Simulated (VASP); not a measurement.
Runs of VASP 6.6.1 on Al. The structure is that of space group P6_3/mmc (No. 194), or close to it. The cells are those of the table. 

```csv
cell,gap on the mesh (eV),pressure (GPa)
"a = 2.696, b = 2.696, c = 8.043 Å, angles 90.0, 90.0, 120.0°, 4 atoms",none,33.0
"a = 2.696, b = 2.696, c = 8.842 Å, angles 90.0, 90.0, 120.0°, 4 atoms",none,14.8
"a = 2.617, b = 2.617, c = 10.439 Å, angles 90.0, 90.0, 120.0°, 4 atoms",none,7.4
"a = 2.854, b = 2.854, c = 7.644 Å, angles 90.0, 90.0, 120.0°, 4 atoms",none,(a)
"a = 2.775, b = 2.775, c = 8.043 Å, angles 90.0, 90.0, 120.0°, 4 atoms",none,(b)
```

Alike in all rows: task single point; level PBE+D3(BJ); potentials or basis VASP PAW PBE potentials, release 64 (Al); no spin polarisation; k mesh 18 × 18 × 4; cutoff (eV) 520; smearing gaussian 0.15 eV.

Task: Estimate the missing entries.

Result: (a) 26.1; (b) 23.0.

Caveats: pairwise dispersion overbinds metals, which lowers pressure and volume.

A gap of «none» marks levels without a gap at the run's occupations.
